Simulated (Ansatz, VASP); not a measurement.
## Two plane-wave programs on GaN

The input INCAR:

```
PREC     = Accurate       # precision mode
ENCUT    = 520            # plane-wave cutoff, eV
EDIFF    = 1E-7           # SCF threshold, eV
ISMEAR   = 0              # smearing method
SIGMA    = 0.05           # smearing width, eV
LREAL    = False          # projectors in reciprocal space
LASPH    = True           # aspherical terms in the spheres
NELM     = 80             # most SCF steps
ALGO     = Normal         # electronic algorithm
ISIF     = 2              # what is computed and relaxed
LWAVE    = False          # write WAVECAR
LCHARG   = True           # write CHGCAR
GGA      = PE             # functional
LELF     = True           # ELF
LVHAR    = True         
NBANDS   = 16             # bands
```

The input KPOINTS:

```
regular mesh
0
Gamma
  10 10 10
```

POSCAR

```
GaN
1.0
    0.0000000000      2.2535006075      2.2535006075
    2.2535006075      0.0000000000      2.2535006075
    2.2535006075      2.2535006075      0.0000000000
Ga N
1 1
Direct
   -0.0096075568     -0.0096075568     -0.0096075568
    0.7500000000      0.7500000000      0.7500000000
```

Input for Ansatz:

```yaml
crystal:
  lattice:
    - [0.0, 2.2535006075, 2.2535006075]
    - [2.2535006075, 0.0, 2.2535006075]
    - [2.2535006075, 2.2535006075, 0.0]
  atoms:
    - { symbol: Ga, position: [-0.0096075568, -0.0096075568, -0.0096075568] }
    - { symbol: "N", position: [0.75, 0.75, 0.75] }
basis:
  ecutwfc: 420
kpoints:
  mp_grid: { grid: [10, 10, 10] }
hamiltonian:
  xc: pbe
scf:
  occupations: { method: gaussian, width: 0.05 }
output:
  forces: true
  stress: true
  eigenvalues: true
```

Change from the starting cell: all Ga atoms moved +0.075 Å, as atom 1 towards its neighbour atom 2 (N) at 1.952 Å.

Alike in both runs: task single point; functional PBE; k mesh 10 × 10 × 10; occupations gaussian, width 0.05 eV; no spin polarisation.

|  | VASP | Ansatz |
| --- | --- | --- |
| version | VASP 6.6.1 | Ansatz 0.2.0 |
| potentials or method | VASP PAW PBE potentials, release 64 (Ga_d, N), cutoff 520 eV | scalar-relativistic, plane waves, PAW |
| valence electrons in the cell | 18 | 18 |

|  | VASP | Ansatz | Ansatz less VASP |
| --- | --- | --- | --- |
| gap on the k mesh at the Fermi level (eV) | 1.64 | 1.64 | -0.007 |
| least direct gap on the mesh (eV) | 1.64 | 1.64 | -0.007 |
| pressure (GPa) | 5.7 | 5.7 | -0.02 |
| traceless stress, the component that is largest in VASP (GPa) | 3.11 | 3.19 | +0.078 |
| rms of the force components (eV/Å) | 0.639 | 0.650 | +0.0105 |

Atom by atom the forces differ by 0.011 eV/Å (rms over components). The functional is the same, so the differences come from potentials, cutoffs and numerics.
